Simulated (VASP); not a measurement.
Set up this calculation in VASP 6.6.1, as the native input.

```
Task                   : single point
Functional             : PBE
Potentials or basis    : VASP PAW PBE potentials, release 64 (Pt)
Cutoff                 : 520 eV
k mesh                 : 24 × 24 × 24
Occupations            : fermi-dirac, width 0.0612256 eV
Spin                   : no spin polarisation
Dipole correction      : no
Further INCAR settings : ALGO = Normal; EDIFF = 1e-07; NBANDS = 11
```

The structure of Pt lies in POSCAR:

```
Pt
1.0
    0.0000000000      1.9722192362      1.9722192362
    1.9722192362      0.0000000000      1.9722192362
    1.9722192362      1.9722192362      0.0000000000
Pt
1
Direct
    0.0000000000      0.0000000000      0.0000000000
```

These files were run (other wordings do the same):

INCAR

```
SYSTEM = Pt
PREC = Accurate
ENCUT = 520
EDIFF = 1E-7
ISMEAR = -1
SIGMA = 0.06122561905347299
LREAL = .False.
LASPH = .True.
NELM = 100
ALGO = Normal
ISIF = 2
LWAVE = .False.
LCHARG = .False.
GGA = PE
NBANDS = 11
```

KPOINTS

```
regular mesh
0
Gamma
  24 24 24
  0 0 0
```

Potentials or basis: VASP PAW PBE potentials, release 64 (Pt).

Command:

```sh
$ cat potpaw_PBE.64/Pt/POTCAR > POTCAR
$ mpirun -np 1 vasp_std > vasp.out
```

Results of the run:

| Property | Result |
| --- | --- |
| Pressure | 4.7 GPa |
| Band gap on the k mesh | zero (bands 5 and 6 overlap by 2.17 eV) |

Caveat: the cell stands under pressure; spin-orbit coupling is left out, which moves the levels of the heavy elements.

It took 53 s on 1 thread of Intel Xeon 8259CL, on a shared host, peak memory 0.2 GiB.
